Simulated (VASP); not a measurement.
Here is a VASP 6.6.1 calculation.

File INCAR:

```
PREC = Accurate
ENCUT = 520
EDIFF = 1E-7
ISMEAR = 0
SIGMA = 0.1
LREAL = False
LASPH = True
NELM = 80
ALGO = Normal
ISIF = 2
LWAVE = False
LCHARG = False
GGA = PS
NBANDS = 29
```

KPOINTS

```
regular mesh
0
Gamma
  12 12 8
```

POSCAR

```
BiTe
1.0
    3.2930684469      3.2930684469      0.0000000000
   -3.2930684469      3.2930684469      0.0000000000
    0.0000000000      0.0000000000      6.3395198617
Bi Te
2 2
Direct
    0.0000000000      0.0000000000      0.0000000000
    0.5000000000      0.5000000000      0.5000000000
    0.5000000000      0.5000000000      0.0000000000
    0.0000000000      0.0000000000      0.5000000000
```

Potentials or basis: VASP PAW PBE potentials, release 64 (Bi_d, Te).

Launch:

```console
$ cat potpaw_PBE.64/Bi_d/POTCAR potpaw_PBE.64/Te/POTCAR > POTCAR
$ mpirun -np 1 vasp_std > vasp.out
```

(1) Estimate the pressure.

(2) What does it give for the band gap on the k mesh?

## Answers

(1) -2.3 GPa.

(2) zero (bands 21 and 22 overlap by 3.38 eV).

Caveat: the cell differs from its parent crystal (biaxial strain in the a-b plane: +3.0 %, then relaxed in part); the PAW data sets were made with another functional, which shifts forces and pressure a little; spin-orbit coupling is left out, which moves the levels of the heavy elements.
